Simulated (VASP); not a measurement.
TiAl3Ni2:

```
Ti Al Ni
1.0
     4.18658    0.00000    0.00000
    -2.09329    3.62568    0.00000
     0.00000    0.00000    5.42289
Ti Al Ni
1 3 2
Direct
  0.00000 0.00000 0.50000
  0.33333 0.66667 0.25464
  0.66667 0.33333 0.74536
  0.00000 0.00000 0.00000
  0.33333 0.66667 0.75320
  0.66667 0.33333 0.24680
```

```yaml
Program: VASP 6.6.1
Task: relaxation of cell and atoms
Functional: PBE
Potentials_or_basis: VASP PAW PBE potentials, release 64 (Ti_sv, Al, Ni)
Cutoff: 600 eV
k_mesh: 12 × 12 × 8
Occupations: gaussian, width 0.1 eV
Spin: no spin polarisation
```

At the start: pressure -0.9 GPa; volume 13.72 Å³/atom.

**Question.** Where does the relaxation end?

**Answer.** Over 15 steps the energy falls by 3.8 meV/atom and the volume is 13.71 Å³/atom (-0.1 %); space group P-3m1 (No. 164, to 0.1 Å) before and after.

Step by step:
```csv
step,energy change (eV),largest force (eV/Å),pressure (GPa),volume (Å³)
1,0.0000,0.0109,-0.87,82.32
2,-0.0069,0.0131,0.75,81.43
3,-0.0194,0.0235,1.35,81.51
4,-0.0221,0.0171,0.19,81.99
5,-0.0222,0.0158,0.41,82.05
6,-0.0225,0.0141,0.19,82.18
7,-0.0225,0.0132,0.05,82.25
8,-0.0225,0.0127,0.11,82.26
9,-0.0225,0.0122,0.01,82.29
10,-0.0225,0.0120,0.04,82.28
11,-0.0225,0.0118,-0.19,82.29
12,-0.0225,0.0124,0.11,82.28
13,-0.0225,0.0123,0.04,82.28
14,-0.0226,0.0100,0.03,82.28
15,-0.0226,0.0097,0.05,82.27
```

Final structure:
```cif
data_structure
_symmetry_space_group_name_H-M 'P 1'
_symmetry_Int_Tables_number 1
_cell_length_a 4.1835
_cell_length_b 4.1835
_cell_length_c 5.4280
_cell_angle_alpha 90.000
_cell_angle_beta 90.000
_cell_angle_gamma 120.000
_cell_volume 82.27
loop_
_atom_site_label
_atom_site_type_symbol
_atom_site_fract_x
_atom_site_fract_y
_atom_site_fract_z
_atom_site_occupancy
Ti1 Ti 0.00000 0.00000 0.50000 1
Al1 Al 0.33333 0.66667 0.25450 1
Al2 Al 0.66667 0.33333 0.74550 1
Al3 Al 0.00000 0.00000 0.00000 1
Ni1 Ni 0.33333 0.66667 0.75333 1
Ni2 Ni 0.66667 0.33333 0.24667 1
```
